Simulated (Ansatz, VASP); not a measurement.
# Si2IrRu2 in VASP and in Ansatz

The input INCAR:

```
SYSTEM = Si2IrRu2
PREC     = Accurate       ! precision mode
ENCUT    = 520            ! plane-wave cutoff, eV
EDIFF    = 1E-7           ! SCF threshold, eV
ISMEAR   = -1             ! smearing method
SIGMA    = 0.0789         ! smearing width, eV
LREAL    = .False.        ! projectors in reciprocal space
LASPH    = .True.         ! aspherical terms in the spheres
NELM     = 100            ! most SCF steps
ALGO     = Normal         ! electronic algorithm
ISIF     = 2              ! what is computed and relaxed
LWAVE    = .False.        ! write WAVECAR
LCHARG   = .False.        ! write CHGCAR
GGA      = PE             ! functional
NBANDS   = 30             ! bands
```

File KPOINTS:

```
Automatic mesh
0
Gamma
  5 5 5
  0 0 0
```

POSCAR

```
Si2IrRu2
1.0
    0.0000000000      3.8551500000      0.0000000000
    3.8551500000      0.0000000000      0.0000000000
    1.9275750000      1.9275750000     -4.3861550000
Ir Ru Si
1 2 2
Direct
    0.0000000000      0.0000000000      0.0000000000
    0.7500000000      0.2500000000      0.5000000000
    0.2500000000      0.7500000000      0.5000000000
    0.3540000000      0.3540000000      0.2920000000
    0.6460000000      0.6460000000      0.7080000000
```

Input for Ansatz:

```yaml
crystal:
  lattice:
    - [0.0, 3.85515, 0.0]
    - [3.85515, 0.0, 0.0]
    - [1.927575, 1.927575, -4.386155]
  atoms:
    - { symbol: Ir, position: [0.0, 0.0, 0.0] }
    - { symbol: Ru, position: [0.75, 0.25, 0.5] }
    - { symbol: Ru, position: [0.25, 0.75, 0.5] }
    - { symbol: Si, position: [0.354, 0.354, 0.292] }
    - { symbol: Si, position: [0.646, 0.646, 0.708] }
  symmetry: { tolerance: 0.0003 }
kpoints:
  mp_grid: { grid: [5, 5, 5], shift: [0, 0, 0] }
magnetization:
  spin_polarized: false
scf:
  occupations: { method: fermi_dirac, width: 0.0789 }
hamiltonian:
  pseudopotentials: { kind: paw }
  xc: pbe
basis:
  ecutwfc: 420
output:
  forces: true
  stress: true
  eigenvalues: true
```

Alike in both runs: task single point; functional PBE; k mesh 5 × 5 × 5; occupations fermi-dirac, width 0.0789 eV; no spin polarisation.

|  | VASP | Ansatz |
| --- | --- | --- |
| version | VASP 6.6.1 | Ansatz 0.2.0 |
| potentials or method | VASP PAW PBE potentials, release 64 (Ir, Ru_pv, Si), cutoff 520 eV | PAW plane waves |
| valence electrons in the cell | 45 | 57 |

```tsv
	VASP	Ansatz	Ansatz less VASP
gap on the k mesh at the Fermi level (eV)	none	none	-
rms of the force components (eV/Å)	2.388	2.369	-0.0195
```

Atom by atom the forces differ by 0.019 eV/Å (rms over components). A gap of «none» marks a metal or a gap that the smearing closes. VASP's potentials hold 45 valence electrons a cell and Ansatz's 57, so a difference there can come from the potentials and not from the codes.

Neither program's run includes spin-orbit coupling.
